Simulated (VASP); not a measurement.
# InSe2 (P4/nmm) in VASP: a series of runs, part 2 of 2

VASP 6.6.1. The steps go on from the part before.

**4. Single point, PBE (strain +0.000 along x and y, -0.040 along z)**

INCAR

```
SYSTEM = InSe2
PREC = Accurate ; ENCUT = 520
EDIFF = 1E-6 ; ISMEAR = 0
SIGMA = 0.15 ; LREAL = .False.
LASPH = .True. ; NELM = 80
ALGO = Normal ; ISIF = 2
LWAVE = .False. ; LCHARG = .True.
GGA = PE ; LELF = .True.
LVHAR = .True. ; NBANDS = 34
```

KPOINTS

```
regular mesh
0
Gamma
  12 12 6
  0 0 0
```

POSCAR

```
InSe2
1.0
    3.8873932726      0.0000000000      0.0000000000
    0.0000000000      3.8873932726      0.0000000000
    0.0000000000      0.0000000000      9.3432335618
In Se
2 4
Direct
    0.0000000000      0.5000000000      0.7035851637
    0.5000000000      0.0000000000      0.2964148363
    0.0000000000      0.5000000000      0.3657877574
    0.5000000000      0.0000000000      0.6342122426
    0.0000000000      0.0000000000      0.0000000000
    0.5000000000      0.5000000000      0.0000000000
```

Launch:

```console
$ cat potpaw_PBE.64/In_d/POTCAR potpaw_PBE.64/Se/POTCAR > POTCAR
$ mpirun -np 1 vasp_std > vasp.out
```

Wall time 12 min (1 thread of Oxide Virtual Turin-like, shared host); peak memory 0.51 GiB.

Results (log left out):

* Free energy: -20.2730 eV
* Pressure: 1.2 GPa
* Largest force: 0.053 eV/Å
* Band gap on the k mesh: zero (band 25 reaches 6.08 eV, above the bottom of band 26 at 3.96 eV)

Forces in eV/Å, atoms in the order of the input:
```
In   0.000  0.000 -0.053
In   0.000  0.000  0.053
Se   0.000  0.000  0.031
Se   0.000  0.000 -0.031
Se   0.000  0.000  0.000
Se   0.000  0.000  0.000
```

Stress tensor (GPa, compression positive):
```
0.71 0.00 0.00
0.00 0.71 0.00
0.00 0.00 2.26
```

Levels at points of the mesh, in eV from the Fermi level:
```csv
k point,band 22,band 23,band 24,band 25,band 26,band 27,band 28,band 29
"(0.00, 0.00, 0.00)",-1.93,-1.64,-1.64,0.24,0.72,2.92,2.92,3.51
"(0.50, 0.00, 0.00)",-1.81,-1.18,-1.18,-0.90,-0.90,1.98,1.98,3.21
"(0.50, 0.50, 0.00)",-3.59,-1.39,-1.39,-0.87,-0.87,2.89,2.89,4.19
"(0.00, 0.00, 0.50)",-1.56,-1.56,-0.81,0.24,0.81,2.27,2.92,2.92
"(0.50, 0.00, 0.50)",-1.56,-0.92,-0.92,-0.75,-0.75,1.38,1.38,3.66
"(0.50, 0.50, 0.50)",-3.38,-1.69,-1.69,-1.35,-1.35,3.88,3.88,4.56
```

Caveat: the cell differs from its parent crystal (strain +0.000 along x and y, -0.040 along z); spin-orbit coupling is left out, which moves the levels of the heavy elements.

**5. Single point, PBE (strain +0.040 along x and y, +0.080 along z)**

INCAR

```
PREC = Accurate ; ENCUT = 520
EDIFF = 1E-6 ; ISMEAR = 0
SIGMA = 0.15 ; LREAL = False
LASPH = True ; NELM = 60
ALGO = Normal ; ISIF = 2
LWAVE = False ; LCHARG = True
GGA = PE ; LELF = True
LVHAR = True ; NBANDS = 34
```

KPOINTS

```
Automatic mesh
0
Gamma
  12 12 6
```

Edit POSCAR of step 4 so:

```diff
@@ -2,5 +2,5 @@
 1.0
-    3.8873932726      0.0000000000      0.0000000000
-    0.0000000000      3.8873932726      0.0000000000
-    0.0000000000      0.0000000000      9.3432335618
+    4.0428890035      0.0000000000      0.0000000000
+    0.0000000000      4.0428890035      0.0000000000
+    0.0000000000      0.0000000000     10.5111377570
 In Se
```

Potentials or basis: VASP PAW PBE potentials, release 64 (In_d, Se).

Launch:

```console
$ cat potpaw_PBE.64/In_d/POTCAR potpaw_PBE.64/Se/POTCAR > POTCAR
$ mpirun -np 1 vasp_std > vasp.out
```

OUTCAR:

```text
PREC = Accurate
   ENCUT = 520
   EDIFF = 1E-6
   ISMEAR = 0
   LREAL = False
   LASPH = True
   NELM = 60
   ISIF = 2
   GGA = PE

 ion  position               nearest neighbor table
   1  0.000  0.500  0.704-   4 2.95   4 2.95   4 2.95   4 2.95
   2  0.500  0.000  0.296-   3 2.95   3 2.95   3 2.95   3 2.95
   3  0.000  0.500  0.366-   2 2.95   2 2.95   2 2.95   2 2.95
   4  0.500  0.000  0.634-   1 2.95   1 2.95   1 2.95   1 2.95
   5  0.000  0.000  0.000-
   6  0.500  0.500  0.000-
[... 1097 lines left out ...]
  -------------------------------------------------------------------------------------
  Total       -6.9362116     -6.9362116     -3.1549327      0.0000000      0.0000000      0.0000000
  in kB      -64.6844000    -64.6844000    -29.4216698      0.0000000      0.0000000      0.0000000
  external PRESSURE =     -52.9301566 kB  Pullay stress =       0.0000000 kB

 VOLUME and BASIS-vectors are now :
 -----------------------------------------------------------------------------
  energy-cutoff  :      520.00
  volume of cell :      171.80
      direct lattice vectors                 reciprocal lattice vectors
     4.042889004  0.000000000  0.000000000     0.247347874  0.000000000  0.000000000
     0.000000000  4.042889004  0.000000000     0.000000000  0.247347874  0.000000000
     0.000000000  0.000000000 10.511137757     0.000000000  0.000000000  0.095137180

 POSITION                                       TOTAL-FORCE (eV/Angst)
 -----------------------------------------------------------------------------------
      0.00000      2.02144      7.39548         0.000000      0.000000     -0.214037
      2.02144      0.00000      3.11566        -0.000000     -0.000000      0.214037
      0.00000      2.02144      3.84485         0.000000     -0.000000     -0.217959
      2.02144      0.00000      6.66629        -0.000000     -0.000000      0.217959
      0.00000      0.00000      0.00000         0.000000     -0.000000      0.000000
      2.02144      2.02144      0.00000         0.000000      0.000000      0.000000
 -----------------------------------------------------------------------------------
    total drift:                                0.000000      0.000000      0.000000

  FREE ENERGIE OF THE ION-ELECTRON SYSTEM (eV)
  ---------------------------------------------------
  free  energy   TOTEN  =       -19.8897520739 eV

  energy  without entropy=      -19.8693033964  energy(sigma->0) =      -19.87952774
```

OSZICAR:

```text
N       E                     dE             d eps       ncg     rms          rms(c)
DAV:   1     0.429302756736E+03    0.42930E+03   -0.21724E+04  7616   0.151E+03
DAV:   2     0.384078630247E+02   -0.39089E+03   -0.37423E+03  7814   0.368E+02
DAV:   3    -0.172913199935E+02   -0.55699E+02   -0.53282E+02  9800   0.145E+02
DAV:   4    -0.203656896379E+02   -0.30744E+01   -0.30259E+01  9000   0.336E+01
DAV:   5    -0.204713367096E+02   -0.10565E+00   -0.10543E+00 10406   0.682E+00    0.578E+00
DAV:   6    -0.199161765156E+02    0.55516E+00   -0.67866E-01 10070   0.131E+01    0.335E+00
DAV:   7    -0.198918069261E+02    0.24370E-01   -0.41564E-01 10068   0.368E+00    0.120E+00
DAV:   8    -0.198892984801E+02    0.25084E-02   -0.35340E-02  9668   0.163E+00    0.444E-01
DAV:   9    -0.198896036826E+02   -0.30520E-03   -0.42731E-03  8968   0.365E-01    0.148E-01
DAV:  10    -0.198897058078E+02   -0.10213E-03   -0.32500E-04 10254   0.120E-01    0.725E-02
DAV:  11    -0.198897528799E+02   -0.47072E-04   -0.87157E-05  8314   0.553E-02    0.133E-02
DAV:  12    -0.198897520739E+02    0.80608E-06   -0.83178E-06  9994   0.234E-02
   1 F= -.19889752E+02 E0= -.19879528E+02  d E =-.204487E-01
```

Wall time 14 min (1 thread of Oxide Virtual Turin-like, shared host); peak memory 0.59 GiB.

Results:

```
Free energy            : -19.8898 eV
Pressure               : -5.3 GPa
Largest force          : 0.218 eV/Å
Band gap on the k mesh : zero (band 25 reaches 3.89 eV, above the bottom of band 26 at 2.27 eV)
```

Forces in eV/Å, atoms in the order of the input:
```
In   0.000  0.000 -0.214
In   0.000  0.000  0.214
Se   0.000  0.000 -0.218
Se   0.000  0.000  0.218
Se   0.000  0.000  0.000
Se   0.000  0.000  0.000
```

Stress tensor (GPa, compression positive):
```
-6.47  0.00  0.00
 0.00 -6.47  0.00
 0.00  0.00 -2.94
```

Caveat: the cell differs from its parent crystal (strain +0.040 along x and y, +0.080 along z); spin-orbit coupling is left out, which moves the levels of the heavy elements.

**6. Single point, PBE (strain +0.080 along x and y, +0.040 along z)**

INCAR

```
PREC = Accurate
ENCUT = 520
EDIFF = 1E-7
ISMEAR = 0
SIGMA = 0.15
LREAL = F
LASPH = T
NELM = 60
ALGO = Normal
ISIF = 2
LWAVE = F
LCHARG = F
GGA = PE
NBANDS = 34
```

KPOINTS

```
regular mesh
0
Gamma
  12 12 6
```

Edit POSCAR of step 5 so:

```diff
@@ -2,5 +2,5 @@
 1.0
-    4.0428890035      0.0000000000      0.0000000000
-    0.0000000000      4.0428890035      0.0000000000
-    0.0000000000      0.0000000000     10.5111377570
+    4.1983847344      0.0000000000      0.0000000000
+    0.0000000000      4.1983847344      0.0000000000
+    0.0000000000      0.0000000000     10.1218363586
 In Se
```

Potentials or basis: VASP PAW PBE potentials, release 64 (In_d, Se).

Launch:

```console
$ cat potpaw_PBE.64/In_d/POTCAR potpaw_PBE.64/Se/POTCAR > POTCAR
$ mpirun -np 1 vasp_std > vasp.out
```

Run time: 11 min. Hardware: 1 thread of Oxide Virtual Turin-like, shared host; peak memory 0.61 GiB.

Results (log left out):

```
Free energy            : -19.3392 eV
Pressure               : -7.2 GPa
Largest force          : 0.385 eV/Å
Band gap on the k mesh : zero (band 25 reaches 3.35 eV, above the bottom of band 26 at 1.98 eV)
```

Forces in eV/Å, atoms in the order of the input:
```
In   0.000  0.000 -0.385
In   0.000  0.000  0.385
Se   0.000  0.000 -0.129
Se   0.000  0.000  0.129
Se   0.000  0.000  0.000
Se   0.000  0.000  0.000
```

Stress tensor (GPa, compression positive):
```
-9.43  0.00  0.00
 0.00 -9.43  0.00
 0.00  0.00 -2.81
```

Levels at points of the mesh, in eV from the Fermi level:
```
           k point  band 22  band 23  band 24  band 25  band 26  band 27  band 28  band 29
(0.00, 0.00, 0.00)    -1.63    -1.10    -1.10     0.27     0.61     2.16     2.16     3.73
(0.50, 0.00, 0.00)    -1.26    -0.86    -0.86    -0.62    -0.62     1.37     1.37     3.08
(0.50, 0.50, 0.00)    -2.87    -0.93    -0.93    -0.61    -0.61     3.23     3.23     3.25
(0.00, 0.00, 0.50)    -1.07    -1.05    -1.05     0.27     0.64     2.16     2.16     2.51
(0.50, 0.00, 0.50)    -1.25    -0.62    -0.62    -0.46    -0.46     1.14     1.14     3.08
(0.50, 0.50, 0.50)    -2.64    -1.11    -1.11    -0.83    -0.83     3.23     3.23     3.79
```

Caveat: the cell differs from its parent crystal (strain +0.080 along x and y, +0.040 along z); spin-orbit coupling is left out, which moves the levels of the heavy elements.

**7. The runs side by side**

```tsv
cell	gap on the mesh (eV)	pressure (GPa)	largest force (eV/Å)
a = 4.198, b = 4.198, c = 10.511 Å, 6 atoms	none	-7.3	0.36
a = 3.732, b = 3.732, c = 10.122 Å, 6 atoms	none	5.9	0.42
a = 3.887, b = 3.887, c = 9.343 Å, 6 atoms	none	1.2	0.05
a = 4.043, b = 4.043, c = 10.511 Å, 6 atoms	none	-5.3	0.22
a = 4.198, b = 4.198, c = 10.122 Å, 6 atoms	none	-7.2	0.38
```

Alike in all rows: task single point; level PBE; potentials or basis VASP PAW PBE potentials, release 64 (In_d, Se); no spin polarisation; k mesh 12 × 12 × 6; cutoff (eV) 520; smearing gaussian 0.15 eV.

Caveats: spin-orbit coupling is left out, which moves the levels of the heavy elements.

Total energies depend on the potentials used, so only differences within one code and one set of settings carry meaning.
